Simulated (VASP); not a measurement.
Runs of VASP 6.6.1 on NiO. The structure is that of space group Fm-3m (No. 225), or close to it. The cells are those of the table. 

| task | cell | cutoff (eV) | gap on the mesh (eV) | pressure (GPa) | moment (μB) |
| --- | --- | --- | --- | --- | --- |
| relaxation of cell and atoms | relaxed from a = 2.960 Å, angles 60.0°, 2 atoms | 600 | none | 0.0 | 1.76 |
| single point | a = 2.969 Å, angles 60.0°, 2 atoms | 520 | none | 1.6 | 1.74 |
| single point | a = 2.817 Å, angles 60.0°, 2 atoms | 520 | none | 38.6 | 0.88 |
| single point | a = 2.928 Å, angles 60.0°, 2 atoms | 520 | none | 9.8 | (b) |
| single point | a = 2.981 Å, angles 60.0°, 2 atoms | 520 | none | (a) | 1.77 |

Alike in all rows: level PBE; potentials or basis VASP PAW PBE potentials, release 64 (Ni, O); spin collinear, ferromagnetic start; k mesh 18 × 18 × 18; smearing gaussian 0.1 eV.

Problem. Fill in the values left out.

Solution. (a) -0.4; (b) 1.62.

Caveats: a cell with one magnetic atom can't hold antiferromagnetic order, which such compounds often take; semilocal functionals often make such compounds metallic where correlation or magnetic order opens a gap, which also shifts bond lengths.

A gap of «none» marks levels without a gap at the run's occupations.
